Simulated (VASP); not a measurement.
A run of VASP 6.6.1 is set up as follows.

Contents of INCAR:

```
SYSTEM = AlOs
PREC = Accurate
ENCUT = 520
EDIFF = 1E-8
ISMEAR = -1
SIGMA = 0.15
LREAL = .False.
LASPH = .True.
NELM = 100
ALGO = Fast
ISIF = 2
LWAVE = .False.
LCHARG = .False.
GGA = CA
NBANDS = 12
IBRION = 8
NSW = 1
```

File KPOINTS:

```
regular mesh
0
Gamma
  14 14 14
  0 0 0
```

File POSCAR:

```
AlOs
1.0
    2.9742249820      0.0000000000      0.0000000000
    0.0000000000      2.9742249820      0.0000000000
    0.0000000000      0.0000000000      2.9742249820
Al Os
1 1
Direct
    0.0000000000      0.0000000000      0.0000000000
    0.5000000000      0.5000000000      0.5000000000
```

Potentials or basis: VASP PAW LDA potentials, release 64 (Al, Os).

Launch:

```sh
$ cat potpaw_LDA.64/Al/POTCAR potpaw_LDA.64/Os/POTCAR > POTCAR
$ mpirun -np 1 vasp_std > vasp.out
```

What does it give for the highest phonon frequency at Γ, LO-TO splitting left out?

330 cm⁻¹.

Phonon frequencies in cm⁻¹ (negative: imaginary):
```
              q point        frequencies
(0.000, 0.000, 0.000)  0 0 0 330 330 330
```
